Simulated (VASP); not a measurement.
Write the native input for VASP 6.6.1 that does the following.

| Quantity | Value |
| --- | --- |
| Task | single point |
| Functional | PBE |
| Potentials or basis | VASP PAW PBE potentials, release 64 (Li_sv, S) |
| Cutoff | 520 eV |
| k mesh | 12 × 12 × 8 |
| Occupations | gaussian, width 0.1 eV |
| Spin | no spin polarisation |
| Dipole correction | no |
| Further INCAR settings | ALGO = Normal; EDIFF = 1e-06; NBANDS = 18 |

The structure of Li3S2 lies in POSCAR:

```
Li3S2
1.0
    4.0838103739      0.0000000000      0.0000000000
   -2.0419051870      3.5366835281      0.0000000000
    0.0000000000      0.0000000000      5.4998170882
Li S
3 2
Direct
    0.0000000000      0.0000000000      0.0000000000
    0.3333333333      0.6666666667      0.6876690187
    0.6666666667      0.3333333333      0.3123309813
    0.3333333333      0.6666666667      0.2322319184
    0.6666666667      0.3333333333      0.7677680816
```

One way to write it, as run:

INCAR

```
SYSTEM = Li3S2
PREC = Accurate ; ENCUT = 520
EDIFF = 1E-6 ; ISMEAR = 0
SIGMA = 0.1 ; LREAL = .False.
LASPH = .True. ; NELM = 100
ALGO = Normal ; ISIF = 2
LWAVE = .False. ; LCHARG = .True.
GGA = PE ; LELF = .True.
LVHAR = .True. ; NBANDS = 18
```

KPOINTS

```
Automatic mesh
0
Gamma
  12 12 8
  0 0 0
```

Potentials or basis: VASP PAW PBE potentials, release 64 (Li_sv, S).

The run is started by

```bash
$ cat potpaw_PBE.64/Li_sv/POTCAR potpaw_PBE.64/S/POTCAR > POTCAR
$ mpirun -np 1 vasp_std > vasp.out
```

Results of the run:

```
Largest force : 0.005 eV/Å
```

Run time: 2.3 min on 1 thread of Intel(R) Xeon(R) Platinum 8259CL CPU @ 2.50GHz (Skylake/Cascade Lake) (shared host), peak memory 0.27 GiB.
